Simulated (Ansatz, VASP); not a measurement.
# Pd in VASP and in Ansatz

Contents of INCAR:

```
SYSTEM = Pd
ALGO = Fast
EDIFF = 1E-7
ENCUT = 520
GGA = PE
ISIF = 2
ISMEAR = 0
LASPH = .TRUE.
LCHARG = .FALSE.
LREAL = .FALSE.
LWAVE = .FALSE.
NBANDS = 11
NELM = 60
PREC = Accurate
SIGMA = 0.05
```

The input KPOINTS:

```
k-points
0
G
  16 16 16
  0 0 0
```

POSCAR

```
Pd
1.0
   -1.5180206151      1.5180206151      1.5180206151
    1.5180206151     -1.5180206151      1.5180206151
    1.5180206151      1.5180206151     -1.5180206151
Pd
1
Direct
    0.0000000000      0.0000000000      0.0000000000
```

Input for Ansatz:

```yaml
crystal:
  lattice:
    - [-1.5180206151, 1.5180206151, 1.5180206151]
    - [1.5180206151, -1.5180206151, 1.5180206151]
    - [1.5180206151, 1.5180206151, -1.5180206151]
  atoms:
    - { symbol: Pd, position: [0.0, 0.0, 0.0] }
basis:
  ecutwfc: 500
  fft_grid_basis: typed
kpoints:
  mp_grid: { grid: [16, 16, 16] }
hamiltonian:
  xc: pbe
  pseudopotentials: { kind: paw }
scf:
  occupations: { method: gaussian, width: 0.05 }
output:
  forces: true
  stress: true
  eigenvalues: true
  bader: true
  write_density: true
  volumetric_format: npy
  elf: true
```

Alike in both runs: task single point; functional PBE; k mesh 16 × 16 × 16; occupations gaussian, width 0.05 eV; no spin polarisation.

|  | VASP | Ansatz |
| --- | --- | --- |
| version | VASP 6.6.1 | Ansatz 0.2.0 |
| potentials or method | VASP PAW PBE potentials, release 64 (Pd), cutoff 520 eV | scalar-relativistic, plane waves, PAW |
| valence electrons in the cell | 10 | 18 |

|  | VASP | Ansatz | Ansatz less VASP |
| --- | --- | --- | --- |
| gap on the k mesh at the Fermi level (eV) | none | none | - |
| pressure (GPa) | 21.0 | 21.4 | +0.41 |

A gap of «none» marks a metal or a gap that the smearing closes. VASP's potentials hold 10 valence electrons a cell and Ansatz's 18, so a difference there can come from the potentials and not from the codes.
